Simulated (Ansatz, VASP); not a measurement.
Two plane-wave programs on InSb

The input INCAR:

```
PREC = Accurate ; ENCUT = 520
EDIFF = 1E-6 ; ISMEAR = 1
SIGMA = 0.01 ; LREAL = F
LASPH = T ; NELM = 80
ALGO = Normal ; ISIF = 2
LWAVE = F ; LCHARG = F
GGA = PE ; NBANDS = 26
```

Contents of KPOINTS:

```
Automatic mesh
0
Gamma
  10 10 8
```

File POSCAR:

```
InSb
1.0
    3.0633140000     -3.0813730000      0.0000000000
    3.0633140000      3.0813730000      0.0000000000
    0.0000000000      0.0000000000      6.1268940000
In Sb
2 2
Direct
    0.2794110000      0.7205890000      0.2500000000
    0.7205890000      0.2794110000      0.7500000000
    0.7772050000      0.2227950000      0.2500000000
    0.2227950000      0.7772050000      0.7500000000
```

Input for Ansatz:

```yaml
crystal:
  lattice:
    - [3.063314, -3.081373, 0.0]
    - [3.063314, 3.081373, 0.0]
    - [0.0, 0.0, 6.126894]
  atoms:
    - { symbol: In, position: [0.279411, 0.720589, 0.25] }
    - { symbol: In, position: [0.720589, 0.279411, 0.75] }
    - { symbol: Sb, position: [0.777205, 0.222795, 0.25] }
    - { symbol: Sb, position: [0.222795, 0.777205, 0.75] }
basis:
  ecutwfc: 420
kpoints:
  mp_grid: { grid: [10, 10, 8] }
hamiltonian:
  xc: pbe
scf:
  occupations: { method: methfessel_paxton, width: 0.01 }
output:
  forces: true
  stress: true
  eigenvalues: true
```

Alike in both runs: task single point; functional PBE; k mesh 10 × 10 × 8; occupations methfessel-paxton of order 1, width 0.01 eV; no spin polarisation.

|  | VASP | Ansatz |
| --- | --- | --- |
| version | VASP 6.6.1 | Ansatz 0.2.0 |
| potentials or method | VASP PAW PBE potentials, release 64 (In_d, Sb), cutoff 520 eV | scalar-relativistic, plane waves, PAW |
| valence electrons in the cell | 36 | 56 |

|  | VASP | Ansatz | Ansatz less VASP |
| --- | --- | --- | --- |
| gap on the k mesh at the Fermi level (eV) | none | none | - |
| pressure (GPa) | 0.1 | 0.1 | +0.02 |
| traceless stress, the component that is largest in VASP (GPa) | -0.26 | -0.25 | +0.007 |
| rms of the force components (eV/Å) | 0.003 | 0.005 | +0.0011 |

Atom by atom the forces differ by 0.001 eV/Å (rms over components). A gap of «none» marks a metal or a gap that the smearing closes. VASP's potentials hold 36 valence electrons a cell and Ansatz's 56, so a difference there can come from the potentials and not from the codes.

Neither program's run includes spin-orbit coupling.
